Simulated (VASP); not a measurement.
# SrTiO3 in VASP: notebook

The runs below take SrTiO3 through single point, with PBE.

Program: VASP 6.6.1. These are calculated values, not measurements. Logs are shortened: lines on timing, memory, paths and dates and some standing lists are left out, and cuts for length are marked.

**1. The cell of the first run**

The structure is tetragonal, space group I4/mcm (No. 140). Conventional cell: a = 5.722 Å, b = 5.722 Å, c = 8.130 Å, α = 90.00°, β = 90.00°, γ = 90.00°. Sr (site symmetry -42m) has 12 O at 2.75 to 3.00 Å and 8 Ti at 3.51 Å within 3.6 Å. Within 2.7 Å of Ti (site symmetry 4/m) lie 6 O at 2.03 Å. O (site symmetry 422) has 2 Ti at 2.03 Å within 2.7 Å. Within 3.0 Å of O (site symmetry m2m) lie 2 Ti at 2.03 Å and 4 Sr at 2.75 to 3.00 Å and 8 O at 2.87 Å.

**2. Single point, PBE**

INCAR reads:

```
PREC = Accurate
ENCUT = 520
EDIFF = 1E-7
ISMEAR = 0
SIGMA = 0.05
LREAL = False
LASPH = True
NELM = 80
ALGO = Normal
ISIF = 2
LWAVE = False
LCHARG = False
GGA = PE
NBANDS = 51
```

KPOINTS reads:

```
Automatic mesh
0
Gamma
  8 8 8
```

POSCAR reads:

```
SrTiO3
1.0
   -2.8609051322      2.8609051322      4.0651292310
    2.8609051322     -2.8609051322      4.0651292310
    2.8609051322      2.8609051322     -4.0651292310
Sr Ti O
2 2 6
Direct
    0.7500000000      0.2500000000      0.5000000000
    0.2500000000      0.7500000000      0.5000000000
    0.0000000000      0.0000000000      0.0000000000
    0.5000000000      0.5000000000      0.0000000000
    0.2500000000      0.2500000000      0.0000000000
    0.7500000000      0.7500000000      0.0000000000
    0.7280787197      0.2280787197      0.9561574394
    0.2280787197      0.2719212803      0.5000000000
    0.2719212803      0.7719212803      0.0438425606
    0.7719212803      0.7280787197      0.5000000000
```

Potentials or basis: VASP PAW PBE potentials, release 64 (Sr_sv, Ti_sv, O).

The run is started by

```
$ cat potpaw_PBE.64/Sr_sv/POTCAR potpaw_PBE.64/Ti_sv/POTCAR potpaw_PBE.64/O/POTCAR > POTCAR
$ mpirun -np 1 vasp_std > vasp.out
```

OUTCAR:

```text
PREC = Accurate
   ENCUT = 520
   EDIFF = 1E-7
   ISMEAR = 0
   LREAL = False
   LASPH = True
   NELM = 80
   ISIF = 2
   GGA = PE

 ion  position               nearest neighbor table
   1  0.750  0.250  0.500-   7 2.75   9 2.75   8 2.75  10 2.75   5 2.86   6 2.86   6 2.86   5 2.86
                             8 3.00  10 3.00   9 3.00   7 3.00   4 3.51   3 3.51   4 3.51   4 3.51
   2  0.250  0.750  0.500-   7 2.75   9 2.75   8 2.75  10 2.75   5 2.86   6 2.86   5 2.86   6 2.86
                            10 3.00   8 3.00   9 3.00   7 3.00   4 3.51   3 3.51   4 3.51   3 3.51
   3  0.000  0.000  0.000-   7 2.03   8 2.03   9 2.03  10 2.03   5 2.03   6 2.03   1 3.51   2 3.51
                             1 3.51   1 3.51   2 3.51   2 3.51   1 3.51   2 3.51
   4  0.500  0.500  0.000-   7 2.03   9 2.03  10 2.03   8 2.03   5 2.03   6 2.03   1 3.51   2 3.51
                             2 3.51   1 3.51   2 3.51   1 3.51   2 3.51   1 3.51
   5  0.250  0.250  0.000-   3 2.03   4 2.03   1 2.86   2 2.86   2 2.86   1 2.86
   6  0.750  0.750  0.000-   3 2.03   4 2.03   1 2.86   2 2.86   1 2.86   2 2.86
   7  0.728  0.228  0.956-   3 2.03   4 2.03   1 2.75   2 2.75   2 3.00   1 3.00
   8  0.228  0.272  0.500-   4 2.03   3 2.03   1 2.75   2 2.75   1 3.00   2 3.00
   9  0.272  0.772  0.044-   3 2.03   4 2.03   1 2.75   2 2.75   2 3.00   1 3.00
  10  0.772  0.728  0.500-   3 2.03   4 2.03   1 2.75   2 2.75   1 3.00   2 3.00

  LATTYP: Found a body centered tetragonal cell.
 ALAT       =     5.7218102644
 C/A-ratio  =     1.4209241632

  Lattice vectors:

 A1 = (  -2.8609051322,   2.8609051322,   4.0651292310)
 A2 = (   2.8609051322,  -2.8609051322,   4.0651292310)
 A3 = (   2.8609051322,   2.8609051322,  -4.0651292310)

Analysis of symmetry for initial positions (statically):
=====================================================================
 Subroutine PRICEL returns:
 Original cell was already a primitive cell.

 Routine SETGRP: Setting up the symmetry group for a
 body centered tetragonal supercell.

 Subroutine GETGRP returns: Found 16 space group operations
 (whereof  8 operations were pure point group operations)
 out of a pool of 16 trial point group operations.

The static configuration has the point symmetry C_4h.
 The point group associated with its full space group is D_4h.

Analysis of symmetry for dynamics (positions and initial velocities):
=====================================================================
 Subroutine PRICEL returns:
 Original cell was already a primitive cell.

 Routine SETGRP: Setting up the symmetry group for a
 body centered tetragonal supercell.

 Subroutine GETGRP returns: Found 16 space group operations
[... 133 lines left out ...]
   EMIN   =  10.00;   EMAX   =-10.00  energy-range for DOS
   EFERMI =   0.00;   METHOD = LEGACY
   ISMEAR =     0;   SIGMA  =   0.05  broadening in eV -4-tet -1-fermi 0-gaus
   EFERMI_NEDOS =   21; number of points for ismear=-14 and -15
   IALGO  =     38    algorithm
   IMIX   =      4    mixing-type and parameters
     AMIX     =   0.40;   BMIX     =  1.00
     AMIX_MAG =   1.60;   BMIX_MAG =  1.00
  volume/ion in A,a.u.               =      13.31        89.81
  Fermi-wavevector in a.u.,A,eV,Ry     =   1.381628  2.610898 25.972100  1.908895
  Thomas-Fermi vector in A             =   2.506395
   LORBIT       =      0    0 simple, 1 ext, 2 COOP (PROOUT), +10 PAW based schemes
   GGA     = PE    functional components
   LHFCALC =     F    Hartree Fock is set to
   AEXX    =    0.0000 exact exchange contribution
   IVDW    =     0    specifies the selected vdW correction
   LEPSILON=     F    determine dielectric tensor
   LRPA    =     F    only Hartree local field effects (RPA)
 non-spin polarized calculation
 Gauss-broadening in eV      SIGMA  =   0.05
  energy-cutoff  :      520.00
  volume of cell :      133.09
 maximum number of plane-waves:      3601
 NGX is ok and might be reduce to    48
   NGX = 21   NGY = 21   NGZ = 21

 number of electron      79.9999993 magnetization

 Free energy of the ion-electron system (eV)
  ---------------------------------------------------
  ext. energy  EPLUGINS =         0.00000000
  ---------------------------------------------------
  free energy    TOTEN  =       -79.78966961 eV

  energy without entropy =      -79.78966961  energy(sigma->0) =      -79.78966961

 E-fermi :   3.5043     XC(G=0): -10.6957

 val. band max:        3.2147685374   @ k =  -0.1250   0.1250   0.0000
 cond. band min:       4.9263887866   @ k =   0.0000   0.0000   0.0000
 fundamental gap:      1.7116202492
 Fermi energy:         3.5042872318

 k-point     1 :       0.0000    0.0000    0.0000
  band No.  band energies     occupation
      1     -53.6601      2.00000
      2     -53.6577      2.00000
      3     -29.8803      2.00000
      4     -29.8775      2.00000
      5     -29.8775      2.00000
      6     -29.8441      2.00000
[... 1285 lines left out ...]
     50       9.2412      0.00000
     51      10.4587      0.00000

 [... further k-points ...]

------------------------ aborting loop because EDIFF is reached ----------------------------------------

  FORCE on cell =-STRESS in cart. coord.  units (eV):
  Direction    XX          YY          ZZ          XY          YZ          ZX
  --------------------------------------------------------------------------------------
  -------------------------------------------------------------------------------------
  Total       -9.8887581     -9.8887581    -10.0451548      0.0000000     -0.0000000      0.0000000
  in kB     -119.0449772   -119.0449772   -120.9277448      0.0000000     -0.0000000      0.0000000
  external PRESSURE =    -119.6725664 kB  Pullay stress =       0.0000000 kB

 VOLUME and BASIS-vectors are now :
 -----------------------------------------------------------------------------
  energy-cutoff  :      520.00
  volume of cell :      133.09
      direct lattice vectors                 reciprocal lattice vectors
    -2.860905132  2.860905132  4.065129231     0.000000000  0.174769864  0.122997320
     2.860905132 -2.860905132  4.065129231     0.174769864  0.000000000  0.122997320
     2.860905132  2.860905132 -4.065129231     0.174769864  0.174769864  0.000000000

 POSITION                                       TOTAL-FORCE (eV/Angst)
 -----------------------------------------------------------------------------------
     -0.00000      2.86091      2.03256         0.000000     -0.000000      0.000000
      2.86091     -0.00000      2.03256         0.000000     -0.000000      0.000000
      0.00000      0.00000      0.00000         0.000000     -0.000000      0.000000
      0.00000      0.00000      4.06513         0.000000     -0.000000      0.000000
      0.00000      0.00000      2.03256         0.000000     -0.000000      0.000000
      0.00000      0.00000      6.09769         0.000000     -0.000000      0.000000
      1.30502      4.16593      0.00000         0.033810      0.033810     -0.000000
      1.55588      1.30502      0.00000        -0.033810      0.033810      0.000000
      1.55588     -1.30502      4.06513        -0.033810     -0.033810      0.000000
      1.30502      1.55588      4.06513         0.033810     -0.033810     -0.000000
 -----------------------------------------------------------------------------------
    total drift:                                0.000000      0.000000      0.000000

  FREE ENERGIE OF THE ION-ELECTRON SYSTEM (eV)
  ---------------------------------------------------
  free  energy   TOTEN  =       -79.7896696130 eV

  energy  without entropy=      -79.7896696130  energy(sigma->0) =      -79.78966961
```

stdout:

```text
POSCAR found type information on POSCAR SrTiO
 POSCAR found :  3 types and      10 ions
 scaLAPACK will be used
 LDA part: xc-table for (Slater+PW92), standard interpolation
 POSCAR, INCAR and KPOINTS ok, starting setup
 FFT: planning ... GRIDC
 FFT: planning ... GRID_SOFT
 FFT: planning ... GRID
 WAVECAR not read
 entering main loop
```

Wall time 23 min (1 thread of AMD EPYC 7R13, shared host); peak memory 0.51 GiB.

What came out:

```
Free energy            : -79.7897 eV
Pressure               : -12.0 GPa
Largest force          : 0.048 eV/Å
Band gap on the k mesh : 1.71 eV
```

Forces on the atoms (eV/Å):
```
Sr   0.000  0.000  0.000
Sr   0.000  0.000  0.000
Ti   0.000  0.000  0.000
Ti   0.000  0.000  0.000
O    0.000  0.000  0.000
O    0.000  0.000  0.000
O    0.034  0.034  0.000
O   -0.034  0.034  0.000
O   -0.034 -0.034  0.000
O    0.034 -0.034  0.000
```

Caveat: the cell stands under tension. A k mesh can miss the band edges.

**3. Single point, PBE**

This run uses another cell than the first one, of 11.11 Å³/atom.

INCAR reads:

```
PREC = Accurate ; ENCUT = 520
EDIFF = 1E-6 ; ISMEAR = 0
SIGMA = 0.05 ; LREAL = False
LASPH = True ; NELM = 100
ALGO = Normal ; ISIF = 2
LWAVE = False ; LCHARG = False
GGA = PE ; NBANDS = 51
```

KPOINTS is that of step 2.

POSCAR: that of step 2 with these lines changed.

```diff
@@ -2,5 +2,5 @@
 1.0
-   -2.8609051322      2.8609051322      4.0651292310
-    2.8609051322     -2.8609051322      4.0651292310
-    2.8609051322      2.8609051322     -4.0651292310
+   -2.6044809898      2.7098586116      3.8283255864
+    2.7098586116     -2.6044809898      3.8283255864
+    2.6786423171      2.6786423171     -3.7541642592
 Sr Ti O
```

Potentials or basis: VASP PAW PBE potentials, release 64 (Sr_sv, Ti_sv, O).

The run is started by

```
$ cat potpaw_PBE.64/Sr_sv/POTCAR potpaw_PBE.64/Ti_sv/POTCAR potpaw_PBE.64/O/POTCAR > POTCAR
$ mpirun -np 1 vasp_std > vasp.out
```

It took 22 min on 1 thread of Oxide Virtual Turin-like, shared host; peak memory 0.71 GiB.

The run converged. Its results:

```yaml
Free_energy: -79.4537 eV
Pressure: 20.2 GPa
Largest_force: 0.109 eV/Å
Band_gap_on_the_k_mesh: 1.99 eV (least direct gap 2.00 eV)
```

Forces on the atoms (eV/Å):
```
Sr  -0.062 -0.062 -0.050
Sr   0.062  0.062  0.050
Ti   0.000  0.000  0.000
Ti   0.000  0.000  0.000
O    0.009 -0.009  0.000
O   -0.009  0.009  0.000
O   -0.062 -0.062 -0.064
O    0.017 -0.017  0.000
O    0.062  0.062  0.064
O   -0.017  0.017  0.000
```

Stress tensor (GPa, compression positive):
```
20.16 -4.38 -3.56
-4.38 20.16 -3.56
-3.56 -3.56 20.25
```

Levels at points of the mesh, in eV from the valence-band top:
| k point | band 36 | band 37 | band 38 | band 39 | band 40 | band 41 | band 42 | band 43 | band 44 | band 45 |
| --- | --- | --- | --- | --- | --- | --- | --- | --- | --- | --- |
| (0.00, 0.00, 0.00) | -0.26 | -0.18 | -0.17 | -0.04 | -0.01 | 1.99 | 2.01 | 2.13 | 4.51 | 4.81 |
| (0.50, 0.00, 0.00) | -0.97 | -0.80 | -0.75 | -0.62 | -0.61 | 3.62 | 3.65 | 3.66 | 3.71 | 3.76 |
| (0.50, 0.50, 0.00) | -1.59 | -1.54 | -0.88 | -0.52 | -0.11 | 2.20 | 3.96 | 4.16 | 4.19 | 4.26 |
| (0.00, 0.00, 0.50) | -1.49 | -1.44 | -0.66 | -0.65 | -0.05 | 2.22 | 3.98 | 3.98 | 4.13 | 4.21 |
| (0.50, 0.00, 0.50) | -1.07 | -0.96 | -0.86 | -0.69 | -0.64 | 3.61 | 3.63 | 3.67 | 3.70 | 3.79 |
| (0.50, 0.50, 0.50) | -1.56 | -1.54 | -0.65 | -0.64 | -0.12 | 2.25 | 3.95 | 4.06 | 4.19 | 4.34 |

Caveat: the cell stands under pressure.

(Continued in part 2 of 2.)
